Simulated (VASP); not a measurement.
# Ti (Im-3m) in VASP: notebook, part 2 of 2

VASP 6.6.1. Earlier steps stand in the parts before.

### 3 Single point, PBE

This run uses another cell than the first one, of 16.58 Å³/atom.

The input, INCAR:

```
SYSTEM = Ti
PREC = Accurate
ENCUT = 520
EDIFF = 1E-6
ISMEAR = -1
SIGMA = 0.06122561905347299
LREAL = .FALSE.
LASPH = .TRUE.
NELM = 60
ALGO = Normal
ISIF = 2
LWAVE = .FALSE.
LCHARG = .FALSE.
GGA = PE
NBANDS = 12
```

The input, KPOINTS:

```
Automatic mesh
0
G
  47 47 47
  0 0 0
```

The input, POSCAR:

```
Ti
1.0
   -1.6062692573      1.6062692573      1.6062692573
    1.6062692573     -1.6062692573      1.6062692573
    1.6062692573      1.6062692573     -1.6062692573
Ti
1
Direct
    0.0000000000      0.0000000000      0.0000000000
```

Potentials or basis: VASP PAW PBE potentials, release 64 (Ti_sv).

On the command line:

```sh
> cat potpaw_PBE.64/Ti_sv/POTCAR > POTCAR
> mpirun -np 1 vasp_std > vasp.out
```

OUTCAR:

```text
SYSTEM = Ti
   PREC = Accurate
   ENCUT = 520
   EDIFF = 1E-6
   ISMEAR = -1
   LREAL = .FALSE.
   LASPH = .TRUE.
   NELM = 60
   ISIF = 2
   GGA = PE

 ion  position               nearest neighbor table
   1  0.000  0.000  0.000-

  LATTYP: Found a body centered cubic cell.
 ALAT       =     3.2125385146

  Lattice vectors:

 A1 = (  -1.6062692573,   1.6062692573,   1.6062692573)
 A2 = (   1.6062692573,  -1.6062692573,   1.6062692573)
 A3 = (   1.6062692573,   1.6062692573,  -1.6062692573)

Analysis of symmetry for initial positions (statically):
=====================================================================
 Subroutine PRICEL returns:
 Original cell was already a primitive cell.

 Routine SETGRP: Setting up the symmetry group for a
 body centered cubic supercell.

 Subroutine GETGRP returns: Found 48 space group operations
 (whereof 48 operations were pure point group operations)
 out of a pool of 48 trial point group operations.

The static configuration has the point symmetry O_h .

Analysis of symmetry for dynamics (positions and initial velocities):
=====================================================================
 Subroutine PRICEL returns:
 Original cell was already a primitive cell.

 Routine SETGRP: Setting up the symmetry group for a
 body centered cubic supercell.

 Subroutine GETGRP returns: Found 48 space group operations
 (whereof 48 operations were pure point group operations)
 out of a pool of 48 trial point group operations.

The dynamic configuration has the point symmetry O_h .

 Subroutine INISYM returns: Found 48 space group operations
 (whereof 48 operations are pure point group operations),
 and found     1 'primitive' translations

----------------------------------------------------------------------------------------

                                     Primitive cell

  volume of cell :      16.5773

  direct lattice vectors                    reciprocal lattice vectors
    -1.606269257  1.606269257  1.606269257     0.000000000  0.311280315  0.311280315
     1.606269257 -1.606269257  1.606269257     0.311280315  0.000000000  0.311280315
     1.606269257  1.606269257 -1.606269257     0.311280315  0.311280315  0.000000000

  length of vectors
     2.782139964  2.782139964  2.782139964     0.440216843  0.440216843  0.440216843

  position of ions in fractional coordinates (direct lattice)
     0.000000000  0.000000000  0.000000000

  ion indices of the primitive-cell ions
   primitive index   ion index
                 1           1

----------------------------------------------------------------------------------------

 KPOINTS: Automatic mesh

Automatic generation of k-mesh.
 Grid dimensions read from file:
 generate k-points for:   47   47   47

 Generating k-lattice:

  Cartesian coordinates                     Fractional coordinates (reciprocal lattice)
     0.000000000  0.006622985  0.006622985     0.021276596  0.000000000  0.000000000
     0.006622985  0.000000000  0.006622985     0.000000000  0.021276596  0.000000000
     0.006622985  0.006622985  0.000000000     0.000000000  0.000000000  0.021276596

  Length of vectors
     0.009366316  0.009366316  0.009366316

  Shift w.r.t. Gamma in fractional coordinates (k-lattice)
     0.000000000  0.000000000  0.000000000

 Subroutine IBZKPT returns following result:
 ===========================================

 Found   2600 irreducible k-points:

 Following reciprocal coordinates:
            Coordinates               Weight
  0.000000  0.000000  0.000000      1.000000
  0.021277  0.000000  0.000000     12.000000
  0.042553  0.000000  0.000000     12.000000
  0.063830  0.000000  0.000000     12.000000
  0.085106  0.000000  0.000000     12.000000
  0.106383  0.000000  0.000000     12.000000
[... 16 lines left out ...]
  0.468085  0.000000  0.000000     12.000000
  0.489362  0.000000  0.000000     12.000000
 [... further k-points ...]
   k-points           NKPTS =   2600   k-points in BZ     NKDIM =   2600   number of bands    NBANDS=     12
   number of dos      NEDOS =    301   number of ions     NIONS =      1
   total plane-waves  NPLWV =  13824
   dimension x,y,z NGX =    24 NGY =   24 NGZ =   24
   dimension x,y,z NGXF=    48 NGYF=   48 NGZF=   48
   ions per type =               1
   NGX,Y,Z   is equivalent  to a cutoff of  14.34, 14.34, 14.34 a.u.
   NGXF,Y,Z  is equivalent  to a cutoff of  28.68, 28.68, 28.68 a.u.
 SYSTEM =  Ti
   PREC   = accura    normal or accurate (medium, high low for compatibility)
   ISTART =      0    job   : 0-new  1-cont  2-samecut
   ICHARG =      2    charge: 1-file 2-atom 10-const
   ISPIN  =      1    spin polarized calculation?
   LNONCOLLINEAR =      F non collinear calculations
   LSORBIT =      F    spin-orbit coupling
   LASPH  =      T    aspherical Exc in radial PAW
   ENCUT  =  520.0 eV  38.22 Ry    6.18 a.u.   5.17  5.17  5.17*2*pi/ulx,y,z
   NELM   =     60;   NELMIN=  2; NELMDL= -5     # of ELM steps
   EDIFF  = 0.1E-05   stopping-criterion for ELM
   LREAL  =      F    real-space projection
   EDIFFG = 0.1E-04   stopping-criterion for IOM
   NSW    =      0    number of steps for IOM
   IBRION =     -1    ionic relax: 0-MD 1-quasi-New 2-CG
   NFREE  =      0    steps in history (QN), initial steepest desc. (CG)
   ISIF   =      2    stress and relaxation
   ISYM   =      2    0-nonsym 1-usesym 2-fastsym
   POTIM  = 0.5000    time-step for ionic-motion
   TEBEG  =    0.0;   TEEND  =   0.0 temperature during run
   PSTRESS=    0.0 pullay stress
   NELECT =      12.0000    total number of electrons
   NUPDOWN=      -1.0000    fix difference up-down
   EMIN   =  10.00;   EMAX   =-10.00  energy-range for DOS
   EFERMI =   0.00;   METHOD = LEGACY
   ISMEAR =    -1;   SIGMA  =   0.06  broadening in eV -4-tet -1-fermi 0-gaus
   EFERMI_NEDOS =   21; number of points for ismear=-14 and -15
   IALGO  =     38    algorithm
   IMIX   =      4    mixing-type and parameters
     AMIX     =   0.40;   BMIX     =  1.00
     AMIX_MAG =   1.60;   BMIX_MAG =  1.00
  volume/ion in A,a.u.               =      16.58       111.87
  Fermi-wavevector in a.u.,A,eV,Ry     =   1.469931  2.777767 29.398063  2.160697
  Thomas-Fermi vector in A             =   2.585249
   LORBIT       =      0    0 simple, 1 ext, 2 COOP (PROOUT), +10 PAW based schemes
   GGA     = PE    functional components
   LHFCALC =     F    Hartree Fock is set to
   AEXX    =    0.0000 exact exchange contribution
   IVDW    =     0    specifies the selected vdW correction
   LEPSILON=     F    determine dielectric tensor
   LRPA    =     F    only Hartree local field effects (RPA)
 non-spin polarized calculation
  energy-cutoff  :      520.00
  volume of cell :       16.58
 maximum number of plane-waves:       466
 NGX is ok and might be reduce to    24
   NGX = 11   NGY = 11   NGZ = 11

 number of electron      12.0000000 magnetization

 Free energy of the ion-electron system (eV)
  ---------------------------------------------------
  ext. energy  EPLUGINS =         0.00000000
  ---------------------------------------------------
  free energy    TOTEN  =        -7.73015555 eV

  energy without entropy =       -7.70337340  energy(sigma->0) =       -7.71676447

 E-fermi :   8.5797     XC(G=0): -11.7143

 val. band max:        8.5795847885   @ k =  -0.4255   0.4681   0.1064
 cond. band min:       8.5798192299   @ k =  -0.3830  -0.4043   0.1489
 fundamental gap:      0.0002344414
 Fermi energy:         8.5797424770

 k-point     1 :       0.0000    0.0000    0.0000
  band No.  band energies     occupation
      1     -47.8608      2.00000
      2     -23.6589      2.00000
      3     -23.6589      2.00000
      4     -23.6589      2.00000
      5       2.5272      2.00000
      6       9.6099      0.00000
      7       9.6099      0.00000
      8       9.6099      0.00000
      9      11.4706      0.00000
     10      11.4706      0.00000
     11      26.3254      0.00000
     12      26.3254      0.00000
[... 331 lines left out ...]
 k-point    24 :       0.4894    0.0000    0.0000
  band No.  band energies     occupation
      1     -47.7025      2.00000
      2     -24.4386      2.00000
      3     -23.9020      2.00000
      4     -23.6650      2.00000
      5       6.0112      2.00000
      6       8.1383      1.99852
      7       9.8576      0.00000
      8      11.4694      0.00000
      9      11.8383      0.00000
     10      13.0987      0.00000
     11      17.8861      0.00000
     12      22.3080      0.00000

 [... further k-points ...]

------------------------ aborting loop because EDIFF is reached ----------------------------------------

  FORCE on cell =-STRESS in cart. coord.  units (eV):
  Direction    XX          YY          ZZ          XY          YZ          ZX
  --------------------------------------------------------------------------------------
  -------------------------------------------------------------------------------------
  Total        0.4471568      0.4471568      0.4471568     -0.0000000      0.0000000      0.0000000
  in kB       43.2170772     43.2170772     43.2170772     -0.0000000      0.0000000      0.0000000
  external PRESSURE =      43.2170772 kB  Pullay stress =       0.0000000 kB

 VOLUME and BASIS-vectors are now :
 -----------------------------------------------------------------------------
  energy-cutoff  :      520.00
  volume of cell :       16.58
      direct lattice vectors                 reciprocal lattice vectors
    -1.606269257  1.606269257  1.606269257     0.000000000  0.311280315  0.311280315
     1.606269257 -1.606269257  1.606269257     0.311280315  0.000000000  0.311280315
     1.606269257  1.606269257 -1.606269257     0.311280315  0.311280315  0.000000000

 POSITION                                       TOTAL-FORCE (eV/Angst)
 -----------------------------------------------------------------------------------
      0.00000      0.00000      0.00000        -0.000000      0.000000      0.000000
 -----------------------------------------------------------------------------------
    total drift:                                0.000000      0.000000     -0.000000

  FREE ENERGIE OF THE ION-ELECTRON SYSTEM (eV)
  ---------------------------------------------------
  free  energy   TOTEN  =        -7.7301555450 eV

  energy  without entropy=       -7.7033733989  energy(sigma->0) =       -7.71676447
```

OSZICAR:

```text
N       E                     dE             d eps       ncg     rms          rms(c)
DAV:   1     0.869603750820E+02    0.86960E+02   -0.65624E+03 62572   0.122E+03
DAV:   2    -0.439772257713E+01   -0.91358E+02   -0.88932E+02 63584   0.298E+02
DAV:   3    -0.858423592762E+01   -0.41865E+01   -0.41371E+01 85492   0.651E+01
DAV:   4    -0.867573411700E+01   -0.91498E-01   -0.91384E-01 69844   0.840E+00
DAV:   5    -0.867797503007E+01   -0.22409E-02   -0.22408E-02 72520   0.116E+00    0.863E+00
DAV:   6    -0.772120854967E+01    0.95677E+00   -0.21761E+00 67944   0.214E+01    0.227E+00
DAV:   7    -0.771814492035E+01    0.30636E-02   -0.77455E-02 74856   0.313E+00    0.130E+00
DAV:   8    -0.772967452931E+01   -0.11530E-01   -0.37741E-02 64812   0.222E+00    0.103E-01
DAV:   9    -0.773012680323E+01   -0.45227E-03   -0.32192E-03 75420   0.526E-01    0.881E-02
DAV:  10    -0.773018779739E+01   -0.60994E-04   -0.22752E-04 65348   0.170E-01    0.210E-02
DAV:  11    -0.773015508798E+01    0.32709E-04   -0.23778E-05 73316   0.710E-02    0.591E-03
DAV:  12    -0.773015554503E+01   -0.45705E-06   -0.65664E-07 43940   0.112E-02
   1 F= -.77301555E+01 E0= -.77167645E+01  d E =-.267821E-01
```

stdout:

```text
POSCAR found type information on POSCAR Ti
 POSCAR found :  1 types and       1 ions
 scaLAPACK will be used
 LDA part: xc-table for (Slater+PW92), standard interpolation
 POSCAR, INCAR and KPOINTS ok, starting setup
 FFT: planning ... GRIDC
 FFT: planning ... GRID_SOFT
 FFT: planning ... GRID
 WAVECAR not read
 entering main loop
```

Run time: 7.4 min. Hardware: 1 thread of Intel Xeon 8259CL, shared host; peak memory 0.59 GiB.

What came out:

- Free energy: -7.7302 eV
- Pressure: 4.3 GPa
- Band gap on the k mesh: zero (bands 6 and 7 overlap by 1.70 eV)

Caveat: the cell stands under pressure.
